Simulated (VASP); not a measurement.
A run of VASP 6.6.1 is set up as follows.

File INCAR:

```
  ALGO = Normal
  EDIFF = 1E-6
  ENCUT = 520
  GGA = RE
  ISIF = 2
  ISMEAR = -1
  LASPH = T
  LCHARG = T
  LELF = T
  LREAL = F
  LVHAR = T
  LWAVE = F
  NBANDS = 16
  NELM = 100
  PREC = Accurate
  SIGMA = 0.05
```

The input KPOINTS:

```
k-points
0
Gamma
  8 8 8
```

The input POSCAR:

```
InP
1.0
    0.0000000000      2.7688340000      2.7688340000
    2.7688340000      0.0000000000      2.7688340000
    2.7688340000      2.7688340000      0.0000000000
In P
1 1
Direct
    0.0000000000      0.0000000000      0.0000000000
    0.5000000000      0.5000000000      0.5000000000
```

Potentials or basis: VASP PAW PBE potentials, release 64 (In_d, P).

Run with:

```bash
$ cat potpaw_PBE.64/In_d/POTCAR potpaw_PBE.64/P/POTCAR > POTCAR
$ mpirun -np 1 vasp_std > vasp.out
```

**Question.** Estimate the pressure.

**Answer.** 1.2 GPa.

**Question.** Estimate the band gap on the k mesh.

**Answer.** Zero (band 9 reaches 7.41 eV, above the bottom of band 10 at 4.79 eV).

Caveat: the PAW data sets were made with another functional, which shifts forces and pressure a little; spin-orbit coupling is left out, which moves the levels of the heavy elements.
